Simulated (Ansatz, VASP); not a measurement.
## Re in VASP and in Ansatz

The input INCAR:

```
  PREC = Accurate
  ENCUT = 500
  EDIFF = 1E-7
  ISMEAR = -1
  SIGMA = 0.05
  LREAL = False
  LASPH = True
  NELM = 120
  ALGO = Normal
  ISIF = 3
  LWAVE = False
  LCHARG = False
  GGA = CA
  IBRION = 2
  NSW = 100
  EDIFFG = -0.01
  GGA_COMPAT = False
  NELMIN = 4
```

File KPOINTS:

```
Automatic mesh
0
Gamma
  9 9 5
```

The input POSCAR:

```
Re
1.0
    2.7608000000      0.0000000000      0.0000000000
   -1.3804000000      2.3909229348      0.0000000000
    0.0000000000      0.0000000000      4.4582000000
Re
2
Direct
    0.3172891933      0.6622479367      0.2709512500
    0.6603296467      0.3299207933      0.7546265500
```

Input for Ansatz:

```yaml
crystal:
  lattice:
    - [2.7608, 0.0, 0.0]
    - [-1.3804, 2.3909229348, 0.0]
    - [0.0, 0.0, 4.4582]
  atoms:
    - { symbol: Re, position: [0.3172891933, 0.6622479367, 0.27095125] }
    - { symbol: Re, position: [0.6603296467, 0.3299207933, 0.75462655] }
kpoints:
  mp_grid: { grid: [9, 9, 5] }
scf:
  occupations: { method: fermi_dirac, width: 0.05 }
hamiltonian:
  xc: lda
  pseudopotentials: { kind: paw }
output:
  forces: true
  stress: true
  efg: { contact_densities: true }
relax:
  f_tol: 0.01
  max_steps: 80
  cell: {}
```

Alike in both runs: task relaxation of cell and atoms; functional LDA; k mesh 9 × 9 × 5; occupations fermi-dirac, width 0.05 eV; no spin polarisation.

|  | VASP | Ansatz |
| --- | --- | --- |
| version | VASP 6.6.1 | Ansatz 0.2.0 |
| potentials or method | VASP PAW LDA potentials, release 64 (Re_sv_GW) | PAW with Ansatz's default frozen-core files, scalar-relativistic |
| plane-wave cutoff (eV) | 500 | 420 |
| valence electrons in the cell | 30 | 30 |

```csv
,VASP,Ansatz,Ansatz less VASP
relaxed volume (Å³/atom),14.30,14.33,+0.031
relaxed cell length with the largest relative difference (Å),2.738,2.741,+0.0025
```

LDA's correlation is that of Perdew and Zunger in VASP and of Perdew and Wang (1992) in Ansatz.

Neither program's run includes spin-orbit coupling.
